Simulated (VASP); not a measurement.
# HfN (F-43m) in VASP: notebook

HfN is run at these levels: BLYP, PBEsol, LDA; tasks: single point.

Everything below comes from runs of VASP 6.6.1. Logs are shortened: lines on timing, memory, paths and dates and some standing lists are left out, and cuts for length are marked.

### 1 The cell of the first run

It takes space group F-43m (No. 216, cubic). The conventional cell has a = 4.910 Å, b = 4.910 Å, c = 4.910 Å, α = 90.00°, β = 90.00°, γ = 90.00°. Hf (site symmetry -43m) has 4 N at 2.13 Å within 2.8 Å. Within 2.8 Å of N (site symmetry -43m) lie 4 Hf at 2.13 Å.

### 2 Single point, BLYP

Input file INCAR:

```
PREC     = Accurate       # precision mode
ENCUT    = 520            # plane-wave cutoff, eV
EDIFF    = 1E-7           # SCF threshold, eV
ISMEAR   = -1             # smearing method
SIGMA    = 0.1            # smearing width, eV
LREAL    = F              # projectors in reciprocal space
LASPH    = T              # aspherical terms in the spheres
NELM     = 100            # most SCF steps
ALGO     = Normal         # electronic algorithm
ISIF     = 2              # what is computed and relaxed
LWAVE    = F              # write WAVECAR
LCHARG   = F              # write CHGCAR
GGA      = B5             # functional
ALDAX    = 1.0          
AGGAX    = 1.0          
AGGAC    = 1.0          
ALDAC    = 0.0          
NBANDS   = 14             # bands
```

Input file KPOINTS:

```
regular mesh
0
Gamma
  12 12 12
```

Input file POSCAR:

```
HfN
1.0
    0.0000000000      2.4548220000      2.4548220000
    2.4548220000      0.0000000000      2.4548220000
    2.4548220000      2.4548220000      0.0000000000
Hf N
1 1
Direct
    0.0000000000      0.0000000000      0.0000000000
    0.7500000000      0.7500000000      0.7500000000
```

Potentials or basis: VASP PAW PBE potentials, release 64 (Hf_pv, N).

Run with:

```
cat potpaw_PBE.64/Hf_pv/POTCAR potpaw_PBE.64/N/POTCAR > POTCAR
mpirun -np 1 vasp_std > vasp.out
```

OUTCAR:

```text
PREC = Accurate
   ENCUT = 520
   EDIFF = 1E-7
   ISMEAR = -1
   LREAL = F
   LASPH = T
   NELM = 100
   ISIF = 2
   GGA = B5

 ion  position               nearest neighbor table
   1  0.000  0.000  0.000-   2 2.13   2 2.13   2 2.13   2 2.13
   2  0.750  0.750  0.750-   1 2.13   1 2.13   1 2.13   1 2.13

  LATTYP: Found a face centered cubic cell.
 ALAT       =     4.9096440000

  Lattice vectors:

 A1 = (   0.0000000000,   2.4548220000,   2.4548220000)
 A2 = (   2.4548220000,   0.0000000000,   2.4548220000)
 A3 = (   2.4548220000,   2.4548220000,   0.0000000000)

Analysis of symmetry for initial positions (statically):
=====================================================================
 Subroutine PRICEL returns:
 Original cell was already a primitive cell.

 Routine SETGRP: Setting up the symmetry group for a
 face centered cubic supercell.

 Subroutine GETGRP returns: Found 24 space group operations
 (whereof 24 operations were pure point group operations)
 out of a pool of 48 trial point group operations.

The static configuration has the point symmetry T_d .

Analysis of symmetry for dynamics (positions and initial velocities):
=====================================================================
 Subroutine PRICEL returns:
 Original cell was already a primitive cell.

 Routine SETGRP: Setting up the symmetry group for a
 face centered cubic supercell.

 Subroutine GETGRP returns: Found 24 space group operations
 (whereof 24 operations were pure point group operations)
 out of a pool of 48 trial point group operations.

The dynamic configuration has the point symmetry T_d .

 Subroutine INISYM returns: Found 24 space group operations
 (whereof 24 operations are pure point group operations),
 and found     1 'primitive' translations

----------------------------------------------------------------------------------------

                                     Primitive cell

  volume of cell :      29.5863

  direct lattice vectors                    reciprocal lattice vectors
     0.000000000  2.454822000  2.454822000    -0.203680756  0.203680756  0.203680756
     2.454822000  0.000000000  2.454822000     0.203680756 -0.203680756  0.203680756
     2.454822000  2.454822000  0.000000000     0.203680756  0.203680756 -0.203680756

  length of vectors
     3.471642566  3.471642566  3.471642566     0.352785417  0.352785417  0.352785417

  position of ions in fractional coordinates (direct lattice)
[... 88 lines left out ...]
   TEBEG  =    0.0;   TEEND  =   0.0 temperature during run
   PSTRESS=    0.0 pullay stress
   NELECT =      15.0000    total number of electrons
   NUPDOWN=      -1.0000    fix difference up-down
   EMIN   =  10.00;   EMAX   =-10.00  energy-range for DOS
   EFERMI =   0.00;   METHOD = LEGACY
   ISMEAR =    -1;   SIGMA  =   0.10  broadening in eV -4-tet -1-fermi 0-gaus
   EFERMI_NEDOS =   21; number of points for ismear=-14 and -15
   IALGO  =     38    algorithm
   IMIX   =      4    mixing-type and parameters
     AMIX     =   0.40;   BMIX     =  1.00
     AMIX_MAG =   1.60;   BMIX_MAG =  1.00
  volume/ion in A,a.u.               =      14.79        99.83
  Fermi-wavevector in a.u.,A,eV,Ry     =   1.305395  2.466839 23.185087  1.704056
  Thomas-Fermi vector in A             =   2.436267
   LORBIT       =      0    0 simple, 1 ext, 2 COOP (PROOUT), +10 PAW based schemes
   GGA     = B5    functional components
   LHFCALC =     F    Hartree Fock is set to
   AEXX    =    0.0000 exact exchange contribution
   IVDW    =     0    specifies the selected vdW correction
   LEPSILON=     F    determine dielectric tensor
   LRPA    =     F    only Hartree local field effects (RPA)
 non-spin polarized calculation
  energy-cutoff  :      520.00
  volume of cell :       29.59
 maximum number of plane-waves:       821
 NGX is ok and might be reduce to    28
   NGX = 13   NGY = 13   NGZ = 13

 number of electron      15.0000001 magnetization

 Free energy of the ion-electron system (eV)
  ---------------------------------------------------
  ext. energy  EPLUGINS =         0.00000000
  ---------------------------------------------------
  free energy    TOTEN  =       -19.76097562 eV

  energy without entropy =      -19.73578432  energy(sigma->0) =      -19.74837997

 E-fermi :   6.3035     XC(G=0): -10.5957

 val. band max:        6.2027774814   @ k =   0.0833   0.0833   0.0000
 cond. band min:       6.3266402477   @ k =   0.4167   0.2500   0.0833
 fundamental gap:      0.1238627664
 Fermi energy:         6.3034605264

 k-point     1 :       0.0000    0.0000    0.0000
  band No.  band energies     occupation
      1     -24.8011      2.00000
      2     -24.8011      2.00000
      3     -24.8011      2.00000
      4      -9.8432      2.00000
      5       0.7805      2.00000
      6       0.7805      2.00000
      7       0.7805      2.00000
      8       5.7174      1.99432
      9       8.4196      0.00000
     10       8.4196      0.00000
     11      12.7696      0.00000
     12      12.7696      0.00000
     13      12.7696      0.00000
     14      17.8167      0.00000
[... 377 lines left out ...]
      1     -25.2343      2.00000
      2     -24.9464      2.00000
      3     -24.8799      2.00000
      4      -8.6655      2.00000
      5       0.7506      2.00000
      6       1.2035      2.00000
      7       1.6273      2.00000
      8       6.7936      0.01476
      9       8.4556      0.00000
     10       8.7751      0.00000
     11      11.7959      0.00000
     12      12.0487      0.00000
     13      12.4589      0.00000
     14      15.9345      0.00000

 [... further k-points ...]

------------------------ aborting loop because EDIFF is reached ----------------------------------------

  FORCE on cell =-STRESS in cart. coord.  units (eV):
  Direction    XX          YY          ZZ          XY          YZ          ZX
  --------------------------------------------------------------------------------------
  -------------------------------------------------------------------------------------
  Total        1.0740410      1.0740410      1.0740410      0.0000000      0.0000000     -0.0000000
  in kB       58.1622808     58.1622808     58.1622808      0.0000000      0.0000000     -0.0000000
  external PRESSURE =      58.1622808 kB  Pullay stress =       0.0000000 kB

 VOLUME and BASIS-vectors are now :
 -----------------------------------------------------------------------------
  energy-cutoff  :      520.00
  volume of cell :       29.59
      direct lattice vectors                 reciprocal lattice vectors
     0.000000000  2.454822000  2.454822000    -0.203680756  0.203680756  0.203680756
     2.454822000  0.000000000  2.454822000     0.203680756 -0.203680756  0.203680756
     2.454822000  2.454822000  0.000000000     0.203680756  0.203680756 -0.203680756

 POSITION                                       TOTAL-FORCE (eV/Angst)
 -----------------------------------------------------------------------------------
      0.00000      0.00000      0.00000         0.000000      0.000000      0.000000
      3.68223      3.68223      3.68223        -0.000000     -0.000000     -0.000000
 -----------------------------------------------------------------------------------
    total drift:                                0.000000      0.000000      0.000000

  FREE ENERGIE OF THE ION-ELECTRON SYSTEM (eV)
  ---------------------------------------------------
  free  energy   TOTEN  =       -19.7609756197 eV

  energy  without entropy=      -19.7357843219  energy(sigma->0) =      -19.74837997
```

stdout:

```text
POSCAR found type information on POSCAR HfN
 POSCAR found :  2 types and       2 ions
 scaLAPACK will be used
 -----------------------------------------------------------------------------
|                                                                             |
|                                                                             |
|     You enforced a specific xc type in the INCAR file but a different       |
|     I HOPE YOU KNOW WHAT YOU ARE DOING!                                     |
|                                                                             |
 -----------------------------------------------------------------------------

 LDA part: xc-table for (Slater(with rela. corr.)+VWN5), standard interpolation
 POSCAR, INCAR and KPOINTS ok, starting setup
 FFT: planning ... GRIDC
 FFT: planning ... GRID_SOFT
 FFT: planning ... GRID
 WAVECAR not read
 entering main loop
```

It took 30 s on 1 thread of Intel Xeon Platinum 8375C at 2.90GHz (Ice Lake), shared host; peak memory 0.18 GiB.

Results:

* Free energy: -19.7610 eV
* Pressure: 5.8 GPa

Caveat: the PAW data sets were made with another functional, which shifts forces and pressure a little; spin-orbit coupling is left out, which moves the levels of the heavy elements.

### 3 Single point, PBEsol

Input file INCAR:

```
SYSTEM = HfN
PREC = Accurate
ENCUT = 520
EDIFF = 1E-6
ISMEAR = -1
SIGMA = 0.1
LREAL = .False.
LASPH = .True.
NELM = 100
ALGO = Normal
ISIF = 2
LWAVE = .False.
LCHARG = .False.
GGA = PS
NBANDS = 14
```

Input file KPOINTS:

```
regular mesh
0
Gamma
  12 12 12
  0 0 0
```

POSCAR is that of step 2.

Potentials or basis: VASP PAW PBE potentials, release 64 (Hf_pv, N).

Run with:

```
cat potpaw_PBE.64/Hf_pv/POTCAR potpaw_PBE.64/N/POTCAR > POTCAR
mpirun -np 1 vasp_std > vasp.out
```

It took 24 s on 1 thread of Intel Xeon Platinum 8375C at 2.90GHz (Ice Lake), shared host; peak memory 0.18 GiB.

It converged, with:

* Free energy: -22.2611 eV
* Pressure: -5.8 GPa

Levels at points of the mesh, in eV from the Fermi level:
```
           k point  band 4  band 5  band 6  band 7  band 8  band 9  band 10  band 11
(0.00, 0.00, 0.00)  -16.11   -5.46   -5.46   -5.46   -0.74    2.20     2.20     6.58
(0.50, 0.00, 0.00)  -15.01   -5.73   -4.87   -4.87    1.53    2.69     2.69     4.17
(0.50, 0.50, 0.00)  -14.63   -6.93   -3.60   -3.60   -1.15    2.13     4.00     4.64
```

Caveat: the PAW data sets were made with another functional, which shifts forces and pressure a little; spin-orbit coupling is left out, which moves the levels of the heavy elements.

### 4 Single point, LDA

Input file INCAR:

```
ALGO = Normal
EDIFF = 1E-6
ENCUT = 520
ISIF = 2
ISMEAR = -1
LASPH = True
LCHARG = False
LREAL = False
LWAVE = False
NBANDS = 14
NELM = 100
PREC = Accurate
SIGMA = 0.1
```

Input file KPOINTS:

```
k-points
0
Gamma
  12 12 12
```

POSCAR is that of step 3.

Potentials or basis: VASP PAW LDA potentials, release 64 (Hf_pv, N).

Run with:

```
cat potpaw_LDA.64/Hf_pv/POTCAR potpaw_LDA.64/N/POTCAR > POTCAR
mpirun -np 1 vasp_std > vasp.out
```

OUTCAR:

```text
EDIFF = 1E-6
   ENCUT = 520
   ISIF = 2
   ISMEAR = -1
   LASPH = True
   LREAL = False
   NELM = 100
   PREC = Accurate

 ion  position               nearest neighbor table
   1  0.000  0.000  0.000-   2 2.13   2 2.13   2 2.13   2 2.13
   2  0.750  0.750  0.750-   1 2.13   1 2.13   1 2.13   1 2.13

  LATTYP: Found a face centered cubic cell.
 ALAT       =     4.9096440000

  Lattice vectors:

 A1 = (   0.0000000000,   2.4548220000,   2.4548220000)
 A2 = (   2.4548220000,   0.0000000000,   2.4548220000)
 A3 = (   2.4548220000,   2.4548220000,   0.0000000000)

Analysis of symmetry for initial positions (statically):
=====================================================================
 Subroutine PRICEL returns:
 Original cell was already a primitive cell.

 Routine SETGRP: Setting up the symmetry group for a
 face centered cubic supercell.

 Subroutine GETGRP returns: Found 24 space group operations
 (whereof 24 operations were pure point group operations)
 out of a pool of 48 trial point group operations.

The static configuration has the point symmetry T_d .

Analysis of symmetry for dynamics (positions and initial velocities):
=====================================================================
[... 167 lines left out ...]
      1     -25.3666      2.00000
      2     -25.3666      2.00000
      3     -25.3666      2.00000
      4     -10.3430      2.00000
      5       0.1204      2.00000
      6       0.1204      2.00000
      7       0.1204      2.00000
      8       4.9490      1.99620
      9       7.6885      0.00000
     10       7.6885      0.00000
     11      12.1118      0.00000
     12      12.1118      0.00000
     13      12.1118      0.00000
     14      16.9613      0.00000
[... 377 lines left out ...]
      1     -25.8070      2.00000
      2     -25.5146      2.00000
      3     -25.4470      2.00000
      4      -9.0946      2.00000
      5       0.0244      2.00000
      6       0.5078      2.00000
      7       0.9676      2.00000
      8       6.0955      0.01097
      9       7.7108      0.00000
     10       8.0161      0.00000
     11      11.0875      0.00000
     12      11.4095      0.00000
     13      11.6435      0.00000
     14      15.1517      0.00000

 [... further k-points ...]
[... 5 lines left out ...]
  --------------------------------------------------------------------------------------
  -------------------------------------------------------------------------------------
  Total       -1.8187608     -1.8187608     -1.8187608     -0.0000000     -0.0000000      0.0000000
  in kB      -98.4909109    -98.4909109    -98.4909109     -0.0000000     -0.0000000      0.0000000
  external PRESSURE =     -98.4909109 kB  Pullay stress =       0.0000000 kB

 VOLUME and BASIS-vectors are now :
 -----------------------------------------------------------------------------
  energy-cutoff  :      520.00
  volume of cell :       29.59
      direct lattice vectors                 reciprocal lattice vectors
     0.000000000  2.454822000  2.454822000    -0.203680756  0.203680756  0.203680756
     2.454822000  0.000000000  2.454822000     0.203680756 -0.203680756  0.203680756
     2.454822000  2.454822000  0.000000000     0.203680756  0.203680756 -0.203680756

 POSITION                                       TOTAL-FORCE (eV/Angst)
 -----------------------------------------------------------------------------------
      0.00000      0.00000      0.00000        -0.000000     -0.000000     -0.000000
      3.68223      3.68223      3.68223         0.000000      0.000000      0.000000
 -----------------------------------------------------------------------------------
    total drift:                                0.000000      0.000000      0.000000

  FREE ENERGIE OF THE ION-ELECTRON SYSTEM (eV)
  ---------------------------------------------------
  free  energy   TOTEN  =       -23.0244748576 eV

  energy  without entropy=      -22.9990939025  energy(sigma->0) =      -23.01178438
```

OSZICAR:

```text
N       E                     dE             d eps       ncg     rms          rms(c)
DAV:   1     0.397937262024E+02    0.39794E+02   -0.76397E+03  2016   0.971E+02
DAV:   2    -0.243243624988E+02   -0.64118E+02   -0.59771E+02  2684   0.225E+02
DAV:   3    -0.266169226383E+02   -0.22926E+01   -0.22827E+01  2358   0.350E+01
DAV:   4    -0.266287984107E+02   -0.11876E-01   -0.11874E-01  2370   0.306E+00
DAV:   5    -0.266289239586E+02   -0.12555E-03   -0.12555E-03  2378   0.276E-01    0.547E+01
DAV:   6    -0.232436234682E+02    0.33853E+01   -0.13272E+01  2070   0.246E+01    0.402E+01
DAV:   7    -0.230652045918E+02    0.17842E+00   -0.73588E-01  2148   0.650E+00    0.253E+01
DAV:   8    -0.230319922673E+02    0.33212E-01   -0.12294E-01  2364   0.302E+00    0.644E+00
DAV:   9    -0.230246659814E+02    0.73263E-02   -0.19365E-02  2328   0.105E+00    0.165E+00
DAV:  10    -0.230245244801E+02    0.14150E-03   -0.12561E-03  2466   0.304E-01    0.328E-01
DAV:  11    -0.230244759221E+02    0.48558E-04   -0.14094E-04  2352   0.102E-01    0.641E-02
DAV:  12    -0.230244749762E+02    0.94587E-06   -0.15392E-05  2646   0.305E-02    0.251E-02
DAV:  13    -0.230244748576E+02    0.11858E-06   -0.37868E-07  1386   0.583E-03
   1 F= -.23024475E+02 E0= -.23011784E+02  d E =-.253810E-01
```

stdout:

```text
POSCAR found type information on POSCAR HfN
 POSCAR found :  2 types and       2 ions
 scaLAPACK will be used
 LDA part: xc-table for (Slater(with rela. corr.)+CA(PZ))
 , standard interpolation
 POSCAR, INCAR and KPOINTS ok, starting setup
 FFT: planning ... GRIDC
 FFT: planning ... GRID_SOFT
 FFT: planning ... GRID
 WAVECAR not read
 entering main loop
```

Wall time 22 s (1 thread of Intel Xeon Platinum 8375C at 2.90GHz (Ice Lake), shared host); peak memory 0.16 GiB.

Results:

| Quantity | Value |
| --- | --- |
| Free energy | -23.0245 eV |
| Pressure | -9.8 GPa |

Caveat: spin-orbit coupling is left out, which moves the levels of the heavy elements.

### 5 The runs side by side

| level | potentials or basis | gap on the mesh (eV) | pressure (GPa) |
| --- | --- | --- | --- |
| BLYP | VASP PAW PBE potentials, release 64 (Hf_pv, N) | none | 5.8 |
| PBEsol | VASP PAW PBE potentials, release 64 (Hf_pv, N) | none | -5.8 |
| LDA | VASP PAW LDA potentials, release 64 (Hf_pv, N) | none | -9.8 |

Alike in all rows: task single point; no spin polarisation; cell as given; k mesh 12 × 12 × 12; cutoff (eV) 520; smearing fermi-dirac 0.1 eV.

Caveats: spin-orbit coupling is left out, which moves the levels of the heavy elements; the PAW data sets were made with another functional, which shifts forces and pressure a little (some runs).

Total energies depend on the potentials used, so only differences within one code and one set of settings carry meaning.
